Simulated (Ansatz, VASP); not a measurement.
## Ge: VASP beside Ansatz

```xyz
2
Lattice="0.0000 2.8374 2.8374 2.8374 0.0000 2.8374 2.8374 2.8374 0.0000" Properties=species:S:1:pos:R:3 pbc="T T T"
Ge    0.0000    0.0000    0.0000
Ge    1.4187    1.4187    1.4187
```

Alike in both runs: functional PBEsol; k mesh 12 × 12 × 12; occupations gaussian, width 0.1 eV; no spin polarisation.

Ansatz relaxed the structure, and its values are those at the end. VASP's run is a single point on that final structure, the one shown.

|  | VASP | Ansatz |
| --- | --- | --- |
| version | VASP 6.6.1 | Ansatz 0.2.0 |
| potentials or method | VASP PAW PBE potentials, release 64 (Ge_d), cutoff 520 eV | scalar-relativistic, plane waves, PAW |
| valence electrons in the cell | 28 | 28 |

|  | VASP | Ansatz | Ansatz less VASP |
| --- | --- | --- | --- |
| gap on the k mesh at the Fermi level (eV) | none | none | - |
| pressure (GPa) | -0.4 | 0.0 | +0.41 |

VASP's potentials were made for PBE, not for PBEsol. A gap of «none» marks a metal or a gap that the smearing closes.
